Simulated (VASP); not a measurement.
# Cd (P6_3/mmc) in VASP: notebook

The runs below take Cd through single point, with PBEsol.

Program: VASP 6.6.1. These are calculated values, not measurements. Logs are shortened: lines on timing, memory, paths and dates and some standing lists are left out, and cuts for length are marked.

**1. The cell of the first run**

It takes space group P6_3/mmc (No. 194, hexagonal). Conventional cell: a = 2.882 Å, b = 2.882 Å, c = 5.143 Å, α = 90.00°, β = 90.00°, γ = 120.00°. Within 3.8 Å of Cd (site symmetry -6m2) lie 12 Cd at 2.88 to 3.06 Å.

**2. Single point, PBEsol**

File INCAR:

```
SYSTEM = Cd
ALGO = Normal
EDIFF = 1E-6
ENCUT = 520
GGA = PS
ISIF = 2
ISMEAR = -1
LASPH = .TRUE.
LCHARG = .TRUE.
LELF = .TRUE.
LREAL = .FALSE.
LVHAR = .TRUE.
LWAVE = .FALSE.
NBANDS = 19
NELM = 60
PREC = Accurate
SIGMA = 0.05
```

File KPOINTS:

```
k-points
0
G
  10 10 5
  0 0 0
```

File POSCAR:

```
Cd
1.0
    2.8816247530      0.0000000000      0.0000000000
   -1.4408123765      2.4955602403      0.0000000000
    0.0000000000      0.0000000000      5.1433568425
Cd
2
Direct
    0.6666666667      0.3333333333      0.7500000000
    0.3333333333      0.6666666667      0.2500000000
```

Potentials or basis: VASP PAW PBE potentials, release 64 (Cd).

Started as:

```
> cat potpaw_PBE.64/Cd/POTCAR > POTCAR
> mpirun -np 1 vasp_std > vasp.out
```

OUTCAR:

```text
SYSTEM = Cd
   EDIFF = 1E-6
   ENCUT = 520
   GGA = PS
   ISIF = 2
   ISMEAR = -1
   LASPH = .TRUE.
   LREAL = .FALSE.
   NELM = 60
   PREC = Accurate

 ion  position               nearest neighbor table
   1  0.667  0.333  0.750-   2 3.06   2 3.06   2 3.06   2 3.06   2 3.06   2 3.06
   2  0.333  0.667  0.250-   1 3.06   1 3.06   1 3.06   1 3.06   1 3.06   1 3.06

  LATTYP: Found a hexagonal cell.
 ALAT       =     2.8816247530
 C/A-ratio  =     1.7848808514

  Lattice vectors:

 A1 = (   2.8816247530,   0.0000000000,   0.0000000000)
 A2 = (  -1.4408123765,   2.4955602403,   0.0000000000)
 A3 = (   0.0000000000,   0.0000000000,   5.1433568425)

Analysis of symmetry for initial positions (statically):
=====================================================================
 Subroutine PRICEL returns:
 Original cell was already a primitive cell.

 Routine SETGRP: Setting up the symmetry group for a
 hexagonal supercell.

 Subroutine GETGRP returns: Found 24 space group operations
 (whereof 12 operations were pure point group operations)
 out of a pool of 24 trial point group operations.

The static configuration has the point symmetry D_3d.
 The point group associated with its full space group is D_6h.

Analysis of symmetry for dynamics (positions and initial velocities):
=====================================================================
 Subroutine PRICEL returns:
 Original cell was already a primitive cell.

 Routine SETGRP: Setting up the symmetry group for a
 hexagonal supercell.

 Subroutine GETGRP returns: Found 24 space group operations
 (whereof 12 operations were pure point group operations)
 out of a pool of 24 trial point group operations.

The dynamic configuration has the point symmetry D_3d.
 The point group associated with its full space group is D_6h.

 Subroutine INISYM returns: Found 24 space group operations
 (whereof 12 operations are pure point group operations),
 and found     1 'primitive' translations

----------------------------------------------------------------------------------------

                                     Primitive cell

  volume of cell :      36.9873

  direct lattice vectors                    reciprocal lattice vectors
     2.881624753  0.000000000  0.000000000     0.347026447  0.200355813  0.000000000
    -1.440812377  2.495560240  0.000000000     0.000000000  0.400711625  0.000000000
     0.000000000  0.000000000  5.143356843     0.000000000  0.000000000  0.194425553

  length of vectors
     2.881624753  2.881624753  5.143356843     0.400711625  0.400711625  0.194425553

  position of ions in fractional coordinates (direct lattice)
     0.666666667  0.333333333  0.750000000
     0.333333333  0.666666667  0.250000000

  ion indices of the primitive-cell ions
   primitive index   ion index
                 1           1
                 2           2

----------------------------------------------------------------------------------------

 KPOINTS: k-points

Automatic generation of k-mesh.
 Grid dimensions read from file:
 generate k-points for:   10   10    5

 Generating k-lattice:

  Cartesian coordinates                     Fractional coordinates (reciprocal lattice)
     0.034702645  0.020035581  0.000000000     0.100000000  0.000000000  0.000000000
     0.000000000  0.040071163  0.000000000     0.000000000  0.100000000  0.000000000
     0.000000000  0.000000000  0.038885111     0.000000000  0.000000000  0.200000000

  Length of vectors
     0.040071163  0.040071163  0.038885111

  Shift w.r.t. Gamma in fractional coordinates (k-lattice)
     0.000000000  0.000000000  0.000000000

 Subroutine IBZKPT returns following result:
 ===========================================

 Found     42 irreducible k-points:

 Following reciprocal coordinates:
            Coordinates               Weight
  0.000000  0.000000  0.000000      1.000000
  0.100000  0.000000  0.000000      6.000000
  0.200000  0.000000  0.000000      6.000000
  0.300000  0.000000  0.000000      6.000000
  0.400000  0.000000  0.000000      6.000000
  0.500000  0.000000  0.000000      3.000000
[... 16 lines left out ...]
  0.300000  0.100000  0.200000     24.000000
  0.400000  0.100000  0.200000     24.000000
 [... further k-points ...]
   k-points           NKPTS =     42   k-points in BZ     NKDIM =     42   number of bands    NBANDS=     19
   number of dos      NEDOS =    301   number of ions     NIONS =      2
   total plane-waves  NPLWV =  23040
   dimension x,y,z NGX =    24 NGY =   24 NGZ =   40
   dimension x,y,z NGXF=    48 NGYF=   48 NGZF=   80
   ions per type =               2
   NGX,Y,Z   is equivalent  to a cutoff of  13.85, 13.85, 12.93 a.u.
   NGXF,Y,Z  is equivalent  to a cutoff of  27.69, 27.69, 25.86 a.u.
 SYSTEM =  Cd
   PREC   = accura    normal or accurate (medium, high low for compatibility)
   ISTART =      0    job   : 0-new  1-cont  2-samecut
   ICHARG =      2    charge: 1-file 2-atom 10-const
   ISPIN  =      1    spin polarized calculation?
   LNONCOLLINEAR =      F non collinear calculations
   LSORBIT =      F    spin-orbit coupling
   LASPH  =      T    aspherical Exc in radial PAW
   ENCUT  =  520.0 eV  38.22 Ry    6.18 a.u.   5.36  5.36  9.56*2*pi/ulx,y,z
   NELM   =     60;   NELMIN=  2; NELMDL= -5     # of ELM steps
   EDIFF  = 0.1E-05   stopping-criterion for ELM
   LREAL  =      F    real-space projection
   EDIFFG = 0.1E-04   stopping-criterion for IOM
   NSW    =      0    number of steps for IOM
   IBRION =     -1    ionic relax: 0-MD 1-quasi-New 2-CG
   NFREE  =      0    steps in history (QN), initial steepest desc. (CG)
   ISIF   =      2    stress and relaxation
   ISYM   =      2    0-nonsym 1-usesym 2-fastsym
   POTIM  = 0.5000    time-step for ionic-motion
   TEBEG  =    0.0;   TEEND  =   0.0 temperature during run
   PSTRESS=    0.0 pullay stress
   NELECT =      24.0000    total number of electrons
   NUPDOWN=      -1.0000    fix difference up-down
   EMIN   =  10.00;   EMAX   =-10.00  energy-range for DOS
   EFERMI =   0.00;   METHOD = LEGACY
   ISMEAR =    -1;   SIGMA  =   0.05  broadening in eV -4-tet -1-fermi 0-gaus
   EFERMI_NEDOS =   21; number of points for ismear=-14 and -15
   IALGO  =     38    algorithm
   IMIX   =      4    mixing-type and parameters
     AMIX     =   0.40;   BMIX     =  1.00
     AMIX_MAG =   1.60;   BMIX_MAG =  1.00
  volume/ion in A,a.u.               =      18.49       124.80
  Fermi-wavevector in a.u.,A,eV,Ry     =   1.417298  2.678305 27.330483  2.008734
  Thomas-Fermi vector in A             =   2.538543
   LORBIT       =      0    0 simple, 1 ext, 2 COOP (PROOUT), +10 PAW based schemes
   GGA     = PS    functional components
   LHFCALC =     F    Hartree Fock is set to
   AEXX    =    0.0000 exact exchange contribution
   IVDW    =     0    specifies the selected vdW correction
   LEPSILON=     F    determine dielectric tensor
   LRPA    =     F    only Hartree local field effects (RPA)
 non-spin polarized calculation
  energy-cutoff  :      520.00
  volume of cell :       36.99
 maximum number of plane-waves:      1027
 NGX is ok and might be reduce to    24
   NGX = 11   NGY = 11   NGZ = 19

 number of electron      23.9999993 magnetization

 Free energy of the ion-electron system (eV)
  ---------------------------------------------------
  ext. energy  EPLUGINS =         0.00000000
  ---------------------------------------------------
  free energy    TOTEN  =        -2.26494497 eV

  energy without entropy =       -2.26118145  energy(sigma->0) =       -2.26306321

 E-fermi :   4.2135     XC(G=0): -12.0689

 val. band max:        4.1479299234   @ k =   0.4000   0.0000   0.0000
 cond. band min:       4.2232160585   @ k =   0.3000   0.3000   0.4000
 fundamental gap:      0.0752861351
 Fermi energy:         4.2134631931

 k-point     1 :       0.0000    0.0000    0.0000
  band No.  band energies     occupation
      1      -6.5251      2.00000
      2      -6.2527      2.00000
      3      -5.8423      2.00000
      4      -5.6123      2.00000
      5      -5.6123      2.00000
      6      -5.5159      2.00000
[... 11 lines left out ...]
     18      20.2423      0.00000
     19      21.4838      0.00000

 k-point     2 :       0.1000    0.0000    0.0000
  band No.  band energies     occupation
      1      -6.4057      2.00000
      2      -5.9958      2.00000
      3      -5.8274      2.00000
      4      -5.6158      2.00000
      5      -5.5304      2.00000
      6      -5.4994      2.00000
[... 11 lines left out ...]
     18      20.9698      0.00000
     19      21.1665      0.00000

 k-point     3 :       0.2000    0.0000    0.0000
  band No.  band energies     occupation
      1      -6.2611      2.00000
      2      -5.8785      2.00000
      3      -5.7849      2.00000
      4      -5.4772      2.00000
      5      -5.4609      2.00000
      6      -5.1931      2.00000
[... 11 lines left out ...]
     18      18.4968      0.00000
     19      18.5604      0.00000

 k-point     4 :       0.3000    0.0000    0.0000
  band No.  band energies     occupation
      1      -6.4064      2.00000
      2      -6.0897      2.00000
      3      -5.8780      2.00000
      4      -5.5229      2.00000
      5      -5.3118      2.00000
      6      -5.2825      2.00000
[... 11 lines left out ...]
     18      17.7613      0.00000
     19      19.0952      0.00000

 k-point     5 :       0.4000    0.0000    0.0000
  band No.  band energies     occupation
      1      -6.5819      2.00000
      2      -6.2684      2.00000
      3      -6.1734      2.00000
      4      -5.4351      2.00000
      5      -5.4035      2.00000
      6      -5.3259      2.00000
[... 11 lines left out ...]
     18      17.5660      0.00000
     19      18.3007      0.00000
[... 334 lines left out ...]
      2      -5.8641      2.00000
      3      -5.6973      2.00000
      4      -5.6541      2.00000
      5      -5.5917      2.00000
      6      -5.3022      2.00000
[... 11 lines left out ...]
     18      17.9860      0.00000
     19      20.3816      0.00000

 k-point    22 :       0.2000    0.1000    0.2000
  band No.  band energies     occupation
      1      -6.1587      2.00000
      2      -5.9420      2.00000
      3      -5.7624      2.00000
      4      -5.6798      2.00000
      5      -5.5437      2.00000
      6      -5.2686      2.00000
[... 11 lines left out ...]
     18      16.4680      0.00000
     19      19.0016      0.00000

 k-point    23 :       0.3000    0.1000    0.2000
  band No.  band energies     occupation
      1      -6.3469      2.00000
      2      -6.1962      2.00000
      3      -5.9499      2.00000
      4      -5.7119      2.00000
      5      -5.4011      2.00000
      6      -5.2223      2.00000
[... 11 lines left out ...]
     18      15.3950      0.00000
     19      18.6171      0.00000

 k-point    24 :       0.4000    0.1000    0.2000
  band No.  band energies     occupation
      1      -6.4692      2.00000
      2      -6.3614      2.00000
      3      -6.0839      2.00000
      4      -5.7462      2.00000
      5      -5.4462      2.00000
      6      -5.0819      2.00000
[... 11 lines left out ...]
     18      14.8067      0.00000
     19      18.4650      0.00000

 [... further k-points ...]
[... 5 lines left out ...]
  --------------------------------------------------------------------------------------
  -------------------------------------------------------------------------------------
  Total        2.4977501      2.4977502      2.4254404      0.0000000     -0.0000000      0.0000000
  in kB      108.1950609    108.1950609    105.0628192      0.0000000     -0.0000000      0.0000000
  external PRESSURE =     107.1509804 kB  Pullay stress =       0.0000000 kB

 VOLUME and BASIS-vectors are now :
 -----------------------------------------------------------------------------
  energy-cutoff  :      520.00
  volume of cell :       36.99
      direct lattice vectors                 reciprocal lattice vectors
     2.881624753  0.000000000  0.000000000     0.347026447  0.200355813  0.000000000
    -1.440812377  2.495560240  0.000000000     0.000000000  0.400711625  0.000000000
     0.000000000  0.000000000  5.143356843     0.000000000  0.000000000  0.194425553

 POSITION                                       TOTAL-FORCE (eV/Angst)
 -----------------------------------------------------------------------------------
      1.44081      0.83185      3.85752         0.000000      0.000000      0.000000
     -0.00000      1.66371      1.28584        -0.000000      0.000000      0.000000
 -----------------------------------------------------------------------------------
    total drift:                                0.000000     -0.000000      0.000000

  FREE ENERGIE OF THE ION-ELECTRON SYSTEM (eV)
  ---------------------------------------------------
  free  energy   TOTEN  =        -2.2649449709 eV

  energy  without entropy=       -2.2611814471  energy(sigma->0) =       -2.26306321
```

It took 15 s on 1 thread of AMD EPYC 9R14 (Zen 4), shared host; peak memory 0.14 GiB.

What came out:

- Free energy: -2.2649 eV
- Pressure: 10.7 GPa
- Band gap on the k mesh: zero (band 12 reaches 5.18 eV, above the bottom of band 13 at 1.79 eV)

Levels at points of the mesh, in eV from the Fermi level:
```csv
k point,band 10,band 11,band 12,band 13,band 14,band 15
"(0.00, 0.00, 0.00)",-8.79,-8.79,-3.81,-2.43,12.82,14.36
"(0.50, 0.00, 0.00)",-8.48,-3.20,-2.36,2.40,2.99,4.13
```

Caveat: the PAW data sets were made with another functional, which shifts forces and pressure a little.

[end of part 1 of 2]
